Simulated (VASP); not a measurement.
Wanted: the native input for a VASP 6.6.1 run.

```yaml
Task: relaxation of shape and atoms at fixed volume
Functional: PBEsol
Potentials_or_basis: VASP PAW PBE potentials, release 64 (Na_pv)
Cutoff: 600 eV
k_mesh: 12 × 12 × 7
Occupations: fermi-dirac, width 0.08 eV
Spin: no spin polarisation
Dipole_correction: no
Further_INCAR_settings: ALGO = Normal; EDIFF = 1e-06; IBRION = 2; EDIFFG = -0.005; NSW = 50; ISIF = 4
```

The structure of Na lies in POSCAR:

```
Na
1.0
    2.7464839438      0.0000000000      0.0000000000
   -1.3732419719      2.3785248665      0.0000000000
    0.0000000000      0.0000000000      4.4605455092
Na
2
Direct
    0.3333333333      0.6666666667      0.2500000000
    0.6666666667      0.3333333333      0.7500000000
```

The input as run:

INCAR

```
ALGO = Normal
EDIFF = 1E-6
EDIFFG = -0.005
ENCUT = 600
GGA = PS
IBRION = 2
ISIF = 4
ISMEAR = -1
LASPH = T
LCHARG = F
LREAL = F
LWAVE = F
NELM = 60
NSW = 50
PREC = Accurate
SIGMA = 0.08
```

KPOINTS

```
k-points
0
Gamma
  12 12 7
```

Potentials or basis: VASP PAW PBE potentials, release 64 (Na_pv).

Command:

```sh
$ cat potpaw_PBE.64/Na_pv/POTCAR > POTCAR
$ mpirun -np 1 vasp_std > vasp.out
```

Results of the run:

```yaml
Energy_gained_by_relaxing: 0.0 meV/atom
Ionic_steps: 3
Pressure_after_relaxing: 40.1 GPa
Band_gap_on_the_k_mesh: zero (band 7 reaches 7.65 eV, above the bottom of band 8 at 1.71 eV)
```

Caveat: the PAW data sets were made with another functional, which shifts forces and pressure a little.

It took 26 s on 1 thread of Intel(R) Xeon(R) Platinum 8259CL CPU @ 2.50GHz (Skylake/Cascade Lake), with other jobs on the host, peak memory 0.15 GiB.
